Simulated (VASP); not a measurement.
Here is a VASP 6.6.1 calculation.

File INCAR:

```
SYSTEM = TiO2
ALGO = Normal
EDIFF = 1E-7
ENCUT = 520
GGA = PE
ISIF = 2
ISMEAR = -1
LASPH = .TRUE.
LCHARG = .FALSE.
LREAL = .FALSE.
LWAVE = .FALSE.
NBANDS = 19
NELM = 60
PREC = Accurate
SIGMA = 0.02
```

The input KPOINTS:

```
k-points
0
G
  10 10 10
  0 0 0
```

POSCAR

```
TiO2
1.0
   -0.0405063807      2.3968272579      2.3968272579
    2.3968272579     -0.0405063807      2.3968272579
    2.3563208772      2.3563208772      0.0000000000
Ti O
1 2
Direct
    0.0000000000      0.0000000000      0.0000000000
    0.2518949748      0.2518949748      0.2481050252
    0.7481050252      0.7481050252      0.7518949748
```

Potentials or basis: VASP PAW PBE potentials, release 64 (Ti_sv, O).

Launch:

```bash
$ cat potpaw_PBE.64/Ti_sv/POTCAR potpaw_PBE.64/O/POTCAR > POTCAR
$ mpirun -np 1 vasp_std > vasp.out
```

Predict the pressure.

6.9 GPa.

Estimate the band gap on the k mesh.

1.13 eV, indirect (least direct gap 1.84 eV).

Predict the largest force.

0.029 eV/Å.

Forces on the atoms (eV/Å):
```
Ti   0.000  0.000  0.000
O    0.000  0.000  0.029
O    0.000  0.000 -0.029
```

Caveat: the cell differs from its parent crystal (shear xy strain -3.4%). A k mesh can miss the band edges.
